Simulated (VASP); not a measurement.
Wanted: the native input for a VASP 6.6.1 run.

```
Task                   : single point
Functional             : PBE
Potentials or basis    : VASP PAW PBE potentials, release 64 (Ti_sv, Pd, Rh_pv)
Cutoff                 : 500 eV
k mesh                 : 8 × 8 × 8
Occupations            : methfessel-paxton, width 0.1 eV
Spin                   : collinear spin, ferromagnetic start
Starting moments       : [0.5, 0.54, 0.35, 0.35, 0.35] μB
Dipole correction      : no
Further INCAR settings : ALGO = Normal; EDIFF = 1e-06; NBANDS = 46
```

The structure of TiPdRh3 lies in POSCAR:

```
TiPdRh3
1.0
    4.6784474243      0.0000000000      0.0000000000
    0.0000000000      4.6784474243      0.0000000000
    0.0000000000      0.0000000000      4.6784474243
Ti Pd Rh
1 1 3
Direct
    0.0000000000      0.0000000000      0.0000000000
    0.5000000000      0.5000000000      0.5000000000
    0.0000000000      0.5000000000      0.5000000000
    0.5000000000      0.0000000000      0.5000000000
    0.5000000000      0.5000000000      0.0000000000
```

These files were run (other wordings do the same):

INCAR

```
ALGO     = Normal         # electronic algorithm
EDIFF    = 1E-6           # SCF threshold, eV
ENCUT    = 500            # plane-wave cutoff, eV
GGA      = PE             # functional
GGA_COMPAT= False        
ISIF     = 2              # what is computed and relaxed
ISMEAR   = 1              # smearing method
ISPIN    = 2              # spin polarisation
LASPH    = True           # aspherical terms in the spheres
LCHARG   = False          # write CHGCAR
LMAXMIX  = 4              # l up to which the mixer works
LORBIT   = 11             # projections on sites
LREAL    = False          # projectors in reciprocal space
LWAVE    = False          # write WAVECAR
MAGMOM   = 0.5 0.54 0.35 0.35 0.35 # initial moments
NBANDS   = 46             # bands
NELM     = 200            # most SCF steps
PREC     = Accurate       # precision mode
SIGMA    = 0.1            # smearing width, eV
```

KPOINTS

```
k-points
0
Gamma
  8 8 8
```

Potentials or basis: VASP PAW PBE potentials, release 64 (Ti_sv, Pd, Rh_pv).

Run with:

```console
$ cat potpaw_PBE.64/Ti_sv/POTCAR potpaw_PBE.64/Pd/POTCAR potpaw_PBE.64/Rh_pv/POTCAR > POTCAR
$ mpirun -np 1 vasp_std > vasp.out
```

Results of the run:

```yaml
Pressure: -1.0 GPa
Net_moment: 2.04 μB per cell
Site_moments: Ti +0.60; Pd +0.46; Rh +0.25 μB
Valence_electrons_inside_the_program's_atomic_spheres: Ti 9.83; Pd 10.10; Rh 13.68
```

Wall time 41 min on 1 thread of Intel Xeon 8259CL (shared host), peak memory 0.41 GiB.
